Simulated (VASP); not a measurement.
A run of VASP 6.6.1 is set up as follows.

INCAR

```
SYSTEM = Cs2H
PREC = Accurate ; ENCUT = 520
EDIFF = 1E-7 ; ISMEAR = 0
SIGMA = 0.1 ; LREAL = .FALSE.
LASPH = .TRUE. ; NELM = 60
ALGO = Normal ; ISIF = 2
LWAVE = .FALSE. ; LCHARG = .FALSE.
GGA = PE ; NBANDS = 16
```

The input KPOINTS:

```
Automatic mesh
0
G
  6 6 4
  0 0 0
```

POSCAR

```
Cs2H
1.0
    5.5471989200      0.0000000000      0.0000000000
   -2.7735994600      4.8040151800      0.0000000000
    0.0000000000      0.0000000000      4.5229973100
Cs H
2 1
Direct
    0.3333333300      0.6666666700      0.5000000000
    0.6666666700      0.3333333300      0.5000000000
    0.0000000000      0.0000000000      0.5000000000
```

Potentials or basis: VASP PAW PBE potentials, release 64 (Cs_sv, H).

Launch:

```bash
$ cat potpaw_PBE.64/Cs_sv/POTCAR potpaw_PBE.64/H/POTCAR > POTCAR
$ mpirun -np 1 vasp_std > vasp.out
```

(1) Predict the band gap on the k mesh.

(2) What does it give for the pressure?

Answers

(1) zero (an odd number of electrons rules out a gap without spin polarisation).

(2) 4.0 GPa.

Caveat: the cell stands under pressure; spin-orbit coupling is left out, which moves the levels of the heavy elements.
